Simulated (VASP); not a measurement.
Ti, 3 atoms in the cell. It takes space group P6/mmm (No. 191, hexagonal). The conventional cell has a = 4.492 Å, b = 4.492 Å, c = 2.779 Å, α = 90.00°, β = 90.00°, γ = 120.00°. Ti (site symmetry 6/mmm) has 14 Ti at 2.78 to 2.94 Å within 3.7 Å. Ti (site symmetry -6m2) has 11 Ti at 2.59 to 2.94 Å within 3.4 Å. This isn't the form of Ti at room conditions, which is hcp.

| Quantity | Value |
| --- | --- |
| Program | VASP 6.6.1 |
| Task | vibrations by perturbation theory |
| Functional | PBEsol |
| Potentials or basis | VASP PAW PBE potentials, release 64 (Ti_sv) |
| Cutoff | 520 eV |
| k mesh | 12 × 12 × 14 |
| Occupations | fermi-dirac, width 0.15 eV |
| Spin | no spin polarisation |
| Dipole correction | no |
| Further INCAR settings | ALGO = Normal; EDIFF = 1e-08; NBANDS = 25; IBRION = 8; NSW = 1 |

Potentials or basis: VASP PAW PBE potentials, release 64 (Ti_sv).

The run is started by

```bash
$ cat potpaw_PBE.64/Ti_sv/POTCAR > POTCAR
$ mpirun -np 1 vasp_std > vasp.out
```

Hardware: 1 thread of Oxide Virtual Turin-like Processor, with other jobs on the host.

Q: Estimate the wall time of this run.

A: It took 64 min on 1 thread of Oxide Virtual Turin-like Processor, with other jobs on the host, peak memory 1.2 GiB. Counts: scf iterations 127, k points 152.
